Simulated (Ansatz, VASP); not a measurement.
BN in VASP and in Ansatz

INCAR

```
PREC = Accurate
ENCUT = 520
EDIFF = 1E-7
ISMEAR = 0
SIGMA = 0.05
LREAL = F
LASPH = T
NELM = 100
ALGO = Normal
ISIF = 2
LWAVE = F
LCHARG = T
GGA = PE
LELF = T
LVHAR = T
NBANDS = 16
```

The input KPOINTS:

```
regular mesh
0
Gamma
  12 12 4
```

POSCAR

```
BN
1.0
    2.6917910821      0.0000000000      0.0000000000
   -1.3458955411      2.3311594588      0.0000000000
    0.0000000000      0.0000000000      6.6612000000
B N
2 2
Direct
    0.3333333333      0.6666666667      0.2500000000
    0.6666666667      0.3333333333      0.7500000000
    0.3333333333      0.6666666667      0.7500000000
    0.6666666667      0.3333333333      0.2500000000
```

Input for Ansatz:

```yaml
crystal:
  lattice:
    - [2.6917910821, 0.0, 0.0]
    - [-1.3458955411, 2.3311594588, 0.0]
    - [0.0, 0.0, 6.6612]
  atoms:
    - { symbol: B, position: [0.3333333333, 0.6666666667, 0.25] }
    - { symbol: B, position: [0.6666666667, 0.3333333333, 0.75] }
    - { symbol: "N", position: [0.3333333333, 0.6666666667, 0.75] }
    - { symbol: "N", position: [0.6666666667, 0.3333333333, 0.25] }
basis:
  ecutwfc: 420
kpoints:
  mp_grid: { grid: [12, 12, 4] }
hamiltonian:
  xc: pbe
scf:
  occupations: { method: gaussian, width: 0.05 }
output:
  forces: true
  stress: true
  eigenvalues: true
```

Change from the starting cell: strain +0.0750 x Voigt [1, 1, 0, 0, 0, 0], atoms carried along.

Alike in both runs: task single point; functional PBE; k mesh 12 × 12 × 4; occupations gaussian, width 0.05 eV; no spin polarisation.

|  | VASP | Ansatz |
| --- | --- | --- |
| version | VASP 6.6.1 | Ansatz 0.2.0 |
| potentials or method | VASP PAW PBE potentials, release 64 (B, N), cutoff 520 eV | scalar-relativistic, plane waves, PAW |
| valence electrons in the cell | 16 | 16 |

|  | VASP | Ansatz | Ansatz less VASP |
| --- | --- | --- | --- |
| gap on the k mesh at the Fermi level (eV) | 3.85 | 3.86 | +0.004 |
| least direct gap on the mesh (eV) | 4.08 | 4.09 | +0.002 |
| pressure (GPa) | -35.1 | -35.0 | +0.02 |
| traceless stress, the component that is largest in VASP (GPa) | 37.11 | 37.20 | +0.093 |

Both programs put the cell under strong tension, so it lies far from rest at this level.

Noted on VASP's run: the cell as given lies far from equilibrium.
